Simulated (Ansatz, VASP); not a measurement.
Si2Ni in VASP and in Ansatz

```xyz
3
Lattice="0.0000 2.6975 2.6975 2.6975 0.0000 2.6975 2.6975 2.6975 0.0000" Properties=species:S:1:pos:R:3 pbc="T T T"
Si    1.3488    1.3488    1.3488
Si    4.0463    4.0463    4.0463
Ni    0.0000    0.0000    0.0000
```

Alike in both runs: task single point; functional LDA; k mesh 8 × 8 × 8; occupations gaussian, width 0.05 eV; collinear spin.

|  | VASP | Ansatz |
| --- | --- | --- |
| version | VASP 6.6.1 | Ansatz 0.2.0 |
| potentials or method | VASP PAW LDA potentials, release 64 (Si, Ni), cutoff 520 eV | scalar-relativistic, plane waves, PAW |
| valence electrons in the cell | 18 | 26 |

Ansatz gave:

```
gap on the k mesh at the Fermi level (eV) : none
pressure (GPa)                            : -4.3
net moment per atom (μB)                  : 0.00
```

Estimate VASP's values.

gap on the k mesh at the Fermi level (eV): none; pressure (GPa): -4.1; net moment per atom (μB): 0.00.

LDA's correlation is that of Perdew and Zunger in VASP and of Perdew and Wang (1992) in Ansatz. A gap of «none» marks a metal or a gap that the smearing closes. VASP's potentials hold 18 valence electrons a cell and Ansatz's 26, so a difference there can come from the potentials and not from the codes. Ansatz's warnings: seeded moment not kept.
